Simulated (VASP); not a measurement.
Runs of VASP 6.6.1 on Co. The structure is that of space group P6_3/mmc (No. 194), or close to it. The cells are those of the table. 

```tsv
task	spin	cell	k mesh	cutoff (eV)	smearing	gap on the mesh (eV)	pressure (GPa)	moment (μB)
single point	collinear, ferromagnetic start	a = 2.519, b = 2.519, c = 8.172 Å, angles 90.0, 90.0, 120.0°, 4 atoms	19 × 19 × 5	520	fermi-dirac 0.05 eV	none	-0.8	6.64
single point	off	a = 2.469, b = 2.469, c = 8.035 Å, angles 90.0, 90.0, 120.0°, 4 atoms	14 × 14 × 4	520	fermi-dirac 0.1 eV	none	-0.6	-
single point	collinear, ferromagnetic start	a = 2.449, b = 2.449, c = 7.948 Å, angles 90.0, 90.0, 120.0°, 4 atoms	16 × 16 × 5	520	fermi-dirac 0.05 eV	none	(b)	(c)
single point	collinear, ferromagnetic start	a = 2.615, b = 2.615, c = 8.486 Å, angles 90.0, 90.0, 120.0°, 4 atoms	16 × 16 × 5	520	fermi-dirac 0.05 eV	none	-16.7	6.98
single point	collinear, ferromagnetic start	a = 2.519, b = 2.519, c = 8.172 Å, angles 90.0, 90.0, 120.0°, 4 atoms	14 × 14 × 4	520	fermi-dirac 0.05 eV	none	(a)	6.71
relaxation of cell and atoms	off	relaxed from a = 2.502, b = 2.502, c = 8.171 Å, angles 90.0, 90.0, 120.0°, 4 atoms	14 × 14 × 4	600	fermi-dirac 0.1 eV	-	-0.1	-
single point	collinear, ferromagnetic start	a = 2.413, b = 2.413, c = 7.831 Å, angles 90.0, 90.0, 120.0°, 4 atoms	16 × 16 × 5	520	fermi-dirac 0.05 eV	none	31.5	6.26
```

Alike in all rows: level RPBE; potentials or basis VASP PAW PBE potentials, release 64 (Co).

Problem. Fill in the values left out.

Solution. (a) -0.5; (b) 17.9; (c) 6.35.

Caveats: the PAW data sets were made with another functional, which shifts forces and pressure a little; the cell stands under pressure (at least some runs); the cell stands under tension (at least some runs); the highest band is partly filled, so the run has too few bands (at least some runs).

A gap of «none» marks levels without a gap at the run's occupations.
